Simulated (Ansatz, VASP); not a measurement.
## Two plane-wave programs on C

```xyz
2
Lattice="0.0000 2.1802 3.3094 1.2595 0.0000 3.3094 1.2595 2.1802 0.0000" Properties=species:S:1:pos:R:3 pbc="T T T"
C     1.2595    0.7269    3.3094
C     1.2595    3.6334    3.3094
```

Change from the starting cell: strain +0.030 along x and y, -0.015 along z, atoms carried along.

Alike in both runs: task single point; functional LDA; k mesh 16 × 16 × 16; occupations gaussian, width 0.03 eV; no spin polarisation.

|  | VASP | Ansatz |
| --- | --- | --- |
| version | VASP 6.6.1 | Ansatz 0.2.0 |
| potentials or method | VASP PAW LDA potentials, release 64 (C), cutoff 520 eV | scalar-relativistic, plane waves, PAW |
| valence electrons in the cell | 8 | 8 |

|  | VASP | Ansatz | Ansatz less VASP |
| --- | --- | --- | --- |
| gap on the k mesh at the Fermi level (eV) | none | none | - |
| pressure (GPa) | -21.8 | -22.6 | -0.75 |
| traceless stress, the component that is largest in VASP (GPa) | 22.49 | 23.34 | +0.847 |
| rms of the force components (eV/Å) | 0.017 | 0.017 | -0.0001 |

LDA's correlation is that of Perdew and Zunger in VASP and of Perdew and Wang (1992) in Ansatz. Atom by atom the forces differ by 0.000 eV/Å (rms over components). A gap of «none» marks a metal or a gap that the smearing closes.
